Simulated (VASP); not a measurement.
Input of a VASP 6.6.1 run:

The input INCAR:

```
ALGO = Normal
EDIFF = 1E-7
ENCUT = 520
GGA = PE
ISIF = 2
ISMEAR = 0
ISPIN = 2
LASPH = True
LCHARG = False
LORBIT = 11
LREAL = Auto
LWAVE = False
MAGMOM = 0 0 0 0 0 0 0 0 0 0 0 0 0 0 0 0 0
NBANDS = 52
NELM = 150
PREC = Accurate
SIGMA = 0.05
```

KPOINTS

```
k-points
0
Gamma
  2 2 2
```

The input POSCAR:

```
LiSi16
1.0
    0.0000000000      5.4300000000      5.4300000000
    5.4300000000      0.0000000000      5.4300000000
    5.4300000000      5.4300000000      0.0000000000
Si Li
16 1
Direct
   -0.0009924494      0.0009727440      0.0055372007
    0.1155483425      0.1277606814      0.1416610497
   -0.0090137201      0.0089325046      0.5085665746
    0.1233797422      0.1261747698      0.6258066298
   -0.0073511050      0.5079140884      0.0075479742
    0.1296169429      0.6265033149      0.1261355433
   -0.0009928177      0.5059053407      0.5006049724
    0.1155482505      0.6420270718      0.6273944751
    0.4948154696      0.0009360958      0.0055896869
    0.6247069982      0.1270324125      0.1239353591
    0.5012888582     -0.0011455801      0.4984837017
    0.6240256906      0.1264266114      0.6260579190
    0.5014581952      0.4990270718     -0.0013438306
    0.6185039595      0.6264201657      0.1260512891
    0.4948151934      0.5059581031      0.5005673112
    0.6247065378      0.6243061694      0.6266616022
    0.2383546041      0.2609593923      0.7605940147
```

Potentials or basis: VASP PAW PBE potentials, release 64 (Si, Li_sv).

Command:

```console
$ cat potpaw_PBE.64/Si/POTCAR potpaw_PBE.64/Li_sv/POTCAR > POTCAR
$ mpirun -np 1 vasp_std > vasp.out
```

(1) Estimate the largest force.

(2) What does it give for the net moment?

Results:

(1) 0.075 eV/Å.

(2) 0.00 μB per cell.

Caveat: the k points lie up to 0.50 Å⁻¹ apart; no moment was typed at the start, so none could form.
